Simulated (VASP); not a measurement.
# BaRu (P-6m2) in VASP: single point with PBE

Aim: the single point of BaRu with PBE.

Everything below comes from runs of VASP 6.6.1. Logs are shortened: lines on timing, memory, paths and dates and some standing lists are left out, and cuts for length are marked.

**1. The cell of the first run**

Symmetry: P-6m2, No. 187, hexagonal system. The conventional cell has a = 3.952 Å, b = 3.952 Å, c = 5.695 Å, α = 90.00°, β = 90.00°, γ = 120.00°. Within 4.8 Å of Ba (site symmetry -6m2) lie 6 Ru at 3.65 Å and 6 Ba at 3.95 Å. Ru (site symmetry -6m2) has 6 Ba at 3.65 Å and 6 Ru at 3.95 Å within 4.8 Å.

The cell was built from a structure type or drawn by symmetry, and may not be a known phase.

**2. Single point, PBE**

Contents of INCAR:

```
SYSTEM = BaRu
PREC     = Accurate       ! precision mode
ENCUT    = 520            ! plane-wave cutoff, eV
EDIFF    = 1E-6           ! SCF threshold, eV
ISMEAR   = 0              ! smearing method
SIGMA    = 0.1            ! smearing width, eV
LREAL    = .FALSE.        ! projectors in reciprocal space
LASPH    = .TRUE.         ! aspherical terms in the spheres
NELM     = 60             ! most SCF steps
ALGO     = Normal         ! electronic algorithm
ISIF     = 2              ! what is computed and relaxed
LWAVE    = .FALSE.        ! write WAVECAR
LCHARG   = .TRUE.         ! write CHGCAR
GGA      = PE             ! functional
LELF     = .TRUE.         ! ELF
LVHAR    = .TRUE.       
NBANDS   = 19             ! bands
```

Contents of KPOINTS:

```
Automatic mesh
0
G
  6 6 4
  0 0 0
```

Contents of POSCAR:

```
BaRu
1.0
    3.9516074600      0.0000000000      0.0000000000
   -1.9758037300      3.4221924400      0.0000000000
    0.0000000000      0.0000000000      5.6951801700
Ba Ru
1 1
Direct
    0.3333333300      0.6666666700      0.5000000000
    0.0000000000      0.0000000000      0.0000000000
```

Potentials or basis: VASP PAW PBE potentials, release 64 (Ba_sv, Ru_pv).

On the command line:

```sh
$ cat potpaw_PBE.64/Ba_sv/POTCAR potpaw_PBE.64/Ru_pv/POTCAR > POTCAR
$ mpirun -np 1 vasp_std > vasp.out
```

OUTCAR:

```text
SYSTEM = BaRu
   PREC = Accurate
   ENCUT = 520
   EDIFF = 1E-6
   ISMEAR = 0
   LREAL = .FALSE.
   LASPH = .TRUE.
   NELM = 60
   ISIF = 2
   GGA = PE

 ion  position               nearest neighbor table
   1  0.333  0.667  0.500-   2 3.65   2 3.65   2 3.65   2 3.65   2 3.65   2 3.65
   2  0.000  0.000  0.000-   1 3.65   1 3.65   1 3.65   1 3.65   1 3.65   1 3.65

  LATTYP: Found a hexagonal cell.
 ALAT       =     3.9516074600
 C/A-ratio  =     1.4412312528

  Lattice vectors:

 A1 = (   3.9516074600,   0.0000000000,   0.0000000000)
 A2 = (  -1.9758037300,   3.4221924400,   0.0000000000)
 A3 = (   0.0000000000,   0.0000000000,   5.6951801700)

Analysis of symmetry for initial positions (statically):
=====================================================================
 Subroutine PRICEL returns:
 Original cell was already a primitive cell.

 Routine SETGRP: Setting up the symmetry group for a
 hexagonal supercell.

 Subroutine GETGRP returns: Found 12 space group operations
 (whereof 12 operations were pure point group operations)
 out of a pool of 24 trial point group operations.

The static configuration has the point symmetry D_3h.

Analysis of symmetry for dynamics (positions and initial velocities):
=====================================================================
 Subroutine PRICEL returns:
 Original cell was already a primitive cell.

 Routine SETGRP: Setting up the symmetry group for a
 hexagonal supercell.

 Subroutine GETGRP returns: Found 12 space group operations
 (whereof 12 operations were pure point group operations)
 out of a pool of 24 trial point group operations.

The dynamic configuration has the point symmetry D_3h.

 Subroutine INISYM returns: Found 12 space group operations
 (whereof 12 operations are pure point group operations),
 and found     1 'primitive' translations

----------------------------------------------------------------------------------------

                                     Primitive cell

  volume of cell :      77.0168

  direct lattice vectors                    reciprocal lattice vectors
     3.951607460  0.000000000  0.000000000     0.253061573  0.146105168  0.000000000
    -1.975803730  3.422192440  0.000000000     0.000000000  0.292210335  0.000000000
     0.000000000  0.000000000  5.695180170     0.000000000  0.000000000  0.175587070

  length of vectors
     3.951607460  3.951607455  5.695180170     0.292210335  0.292210335  0.175587070

  position of ions in fractional coordinates (direct lattice)
     0.333333330  0.666666670  0.500000000
     0.000000000  0.000000000  0.000000000

  ion indices of the primitive-cell ions
   primitive index   ion index
                 1           1
                 2           2

----------------------------------------------------------------------------------------

 KPOINTS: Automatic mesh

Automatic generation of k-mesh.
 Grid dimensions read from file:
 generate k-points for:    6    6    4

 Generating k-lattice:

  Cartesian coordinates                     Fractional coordinates (reciprocal lattice)
     0.042176929  0.024350861  0.000000000     0.166666667 -0.000000000  0.000000000
     0.000000000  0.048701723  0.000000000     0.000000000  0.166666667  0.000000000
     0.000000000  0.000000000  0.043896768     0.000000000  0.000000000  0.250000000

  Length of vectors
     0.048701722  0.048701723  0.043896768

  Shift w.r.t. Gamma in fractional coordinates (k-lattice)
     0.000000000  0.000000000  0.000000000

 Subroutine IBZKPT returns following result:
 ===========================================

 Found     21 irreducible k-points:

 Following reciprocal coordinates:
            Coordinates               Weight
  0.000000  0.000000  0.000000      1.000000
  0.166667 -0.000000  0.000000      6.000000
  0.333333  0.000000  0.000000      6.000000
  0.500000  0.000000  0.000000      3.000000
  0.166667  0.166667  0.000000      6.000000
  0.333333  0.166667  0.000000     12.000000
[... 13 lines left out ...]
  0.333333  0.166667  0.500000     12.000000
  0.333333  0.333333  0.500000      2.000000
   k-points           NKPTS =     21   k-points in BZ     NKDIM =     21   number of bands    NBANDS=     19
   number of dos      NEDOS =    301   number of ions     NIONS =      2
   total plane-waves  NPLWV =  37800
   dimension x,y,z NGX =    30 NGY =   30 NGZ =   42
   dimension x,y,z NGXF=    60 NGYF=   60 NGZF=   84
   ions per type =               1   1
   NGX,Y,Z   is equivalent  to a cutoff of  12.62, 12.62, 12.26 a.u.
   NGXF,Y,Z  is equivalent  to a cutoff of  25.24, 25.24, 24.52 a.u.
 SYSTEM =  BaRu
   PREC   = accura    normal or accurate (medium, high low for compatibility)
   ISTART =      0    job   : 0-new  1-cont  2-samecut
   ICHARG =      2    charge: 1-file 2-atom 10-const
   ISPIN  =      1    spin polarized calculation?
   LNONCOLLINEAR =      F non collinear calculations
   LSORBIT =      F    spin-orbit coupling
   LASPH  =      T    aspherical Exc in radial PAW
   ENCUT  =  520.0 eV  38.22 Ry    6.18 a.u.   7.35  7.35 10.59*2*pi/ulx,y,z
   NELM   =     60;   NELMIN=  2; NELMDL= -5     # of ELM steps
   EDIFF  = 0.1E-05   stopping-criterion for ELM
   LREAL  =      F    real-space projection
[... 7 lines left out ...]
   TEBEG  =    0.0;   TEEND  =   0.0 temperature during run
   PSTRESS=    0.0 pullay stress
   NELECT =      24.0000    total number of electrons
   NUPDOWN=      -1.0000    fix difference up-down
   EMIN   =  10.00;   EMAX   =-10.00  energy-range for DOS
   EFERMI =   0.00;   METHOD = LEGACY
   ISMEAR =     0;   SIGMA  =   0.10  broadening in eV -4-tet -1-fermi 0-gaus
   EFERMI_NEDOS =   21; number of points for ismear=-14 and -15
   IALGO  =     38    algorithm
   IMIX   =      4    mixing-type and parameters
     AMIX     =   0.40;   BMIX     =  1.00
     AMIX_MAG =   1.60;   BMIX_MAG =  1.00
  volume/ion in A,a.u.               =      38.51       259.87
  Fermi-wavevector in a.u.,A,eV,Ry     =   1.109899  2.097404 16.760679  1.231875
  Thomas-Fermi vector in A             =   2.246444
   LORBIT       =      0    0 simple, 1 ext, 2 COOP (PROOUT), +10 PAW based schemes
   GGA     = PE    functional components
   LHFCALC =     F    Hartree Fock is set to
   AEXX    =    0.0000 exact exchange contribution
   IVDW    =     0    specifies the selected vdW correction
   LEPSILON=     F    determine dielectric tensor
   LRPA    =     F    only Hartree local field effects (RPA)
 non-spin polarized calculation
 Gauss-broadening in eV      SIGMA  =   0.10
  energy-cutoff  :      520.00
  volume of cell :       77.02
 maximum number of plane-waves:      2115
 NGX is ok and might be reduce to    30
   NGX = 15   NGY = 15   NGZ = 21

 number of electron      24.0000009 magnetization

 Free energy of the ion-electron system (eV)
  ---------------------------------------------------
  ext. energy  EPLUGINS =         0.00000000
  ---------------------------------------------------
  free energy    TOTEN  =        -7.70134325 eV

  energy without entropy =       -7.67019093  energy(sigma->0) =       -7.68576709

 E-fermi :   2.5209     XC(G=0):  -8.8296

 val. band max:        2.5204844771   @ k =   0.1667  -0.0000   0.5000
 cond. band min:       2.5798458949   @ k =   0.3333   0.0000   0.5000
 fundamental gap:      0.0593614178
 Fermi energy:         2.5208975479

 k-point     1 :       0.0000    0.0000    0.0000
  band No.  band energies     occupation
      1     -38.8490      2.00000
      2     -38.8490      2.00000
      3     -38.5634      2.00000
      4     -25.6189      2.00000
      5     -10.6531      2.00000
      6     -10.3962      2.00000
[... 11 lines left out ...]
     18       7.9714      0.00000
     19       7.9714      0.00000

 k-point     2 :       0.1667   -0.0000    0.0000
  band No.  band energies     occupation
      1     -38.8511      2.00000
      2     -38.8495      2.00000
      3     -38.5631      2.00000
      4     -25.5887      2.00000
      5     -10.6801      2.00000
      6     -10.6110      2.00000
[... 11 lines left out ...]
     18       7.8736      0.00000
     19       8.8521      0.00000

 k-point     3 :       0.3333    0.0000    0.0000
  band No.  band energies     occupation
      1     -38.8554      2.00000
      2     -38.8507      2.00000
      3     -38.5626      2.00000
      4     -25.5274      2.00000
      5     -11.1947      2.00000
      6     -10.5759      2.00000
[... 11 lines left out ...]
     18       7.7036      0.00000
     19       8.2724      0.00000

 k-point     4 :       0.5000    0.0000    0.0000
  band No.  band energies     occupation
      1     -38.8576      2.00000
      2     -38.8513      2.00000
      3     -38.5624      2.00000
      4     -25.4961      2.00000
      5     -11.4311      2.00000
      6     -10.6333      2.00000
[... 11 lines left out ...]
     18       9.2255      0.00000
     19       9.2790      0.00000

 k-point     5 :       0.1667    0.1667    0.0000
  band No.  band energies     occupation
      1     -38.8540      2.00000
      2     -38.8508      2.00000
      3     -38.5628      2.00000
      4     -25.5428      2.00000
      5     -11.0214      2.00000
      6     -10.6050      2.00000
[... 11 lines left out ...]
     18       7.3382      0.00000
     19       9.1964      0.00000
[... 268 lines left out ...]
      2     -38.8512      2.00000
      3     -38.5624      2.00000
      4     -25.4959      2.00000
      5     -11.4218      2.00000
      6     -10.6353      2.00000
[... 11 lines left out ...]
     18       7.6356      0.00000
     19       9.0317      0.00000

 k-point    19 :       0.1667    0.1667    0.5000
  band No.  band energies     occupation
      1     -38.8539      2.00000
      2     -38.8508      2.00000
      3     -38.5628      2.00000
      4     -25.5422      2.00000
      5     -11.0150      2.00000
      6     -10.6055      2.00000
[... 11 lines left out ...]
     18       6.6658      0.00000
     19       7.5834      0.00000

 k-point    20 :       0.3333    0.1667    0.5000
  band No.  band energies     occupation
      1     -38.8565      2.00000
      2     -38.8523      2.00000
      3     -38.5624      2.00000
      4     -25.4960      2.00000
      5     -11.2996      2.00000
      6     -10.7836      2.00000
[... 11 lines left out ...]
     18       7.2501      0.00000
     19       9.5538      0.00000

 k-point    21 :       0.3333    0.3333    0.5000
  band No.  band energies     occupation
      1     -38.8551      2.00000
      2     -38.8550      2.00000
      3     -38.5623      2.00000
      4     -25.4805      2.00000
      5     -11.1295      2.00000
      6     -11.1251      2.00000
[... 11 lines left out ...]
     18       7.5412      0.00000
     19       9.6818      0.00000

------------------------ aborting loop because EDIFF is reached ----------------------------------------

  FORCE on cell =-STRESS in cart. coord.  units (eV):
  Direction    XX          YY          ZZ          XY          YZ          ZX
  --------------------------------------------------------------------------------------
  -------------------------------------------------------------------------------------
  Total       -2.4386688     -2.4386688     -6.2906631      0.0000000      0.0000000      0.0000000
  in kB      -50.7315017    -50.7315016   -130.8643390      0.0000000      0.0000000      0.0000000
  external PRESSURE =     -77.4424474 kB  Pullay stress =       0.0000000 kB

 VOLUME and BASIS-vectors are now :
 -----------------------------------------------------------------------------
  energy-cutoff  :      520.00
  volume of cell :       77.02
      direct lattice vectors                 reciprocal lattice vectors
     3.951607460  0.000000000  0.000000000     0.253061573  0.146105168  0.000000000
    -1.975803730  3.422192440  0.000000000     0.000000000  0.292210335  0.000000000
     0.000000000  0.000000000  5.695180170     0.000000000  0.000000000  0.175587070

 POSITION                                       TOTAL-FORCE (eV/Angst)
 -----------------------------------------------------------------------------------
     -0.00000      2.28146      2.84759        -0.000000      0.000000      0.000000
      0.00000      0.00000      0.00000         0.000000     -0.000000      0.000000
 -----------------------------------------------------------------------------------
    total drift:                                0.000011     -0.000006     -0.000000

  FREE ENERGIE OF THE ION-ELECTRON SYSTEM (eV)
  ---------------------------------------------------
  free  energy   TOTEN  =        -7.7013432511 eV

  energy  without entropy=       -7.6701909315  energy(sigma->0) =       -7.68576709
```

It took 52 s on 1 thread of Intel Xeon 8259CL, shared host; peak memory 0.2 GiB.

Results:

```
Free energy            : -7.7013 eV
Pressure               : -7.7 GPa
Band gap on the k mesh : zero (bands 12 and 13 overlap by 0.39 eV)
```

Caveat: the cell stands under tension; spin-orbit coupling is left out, which moves the levels of the heavy elements.
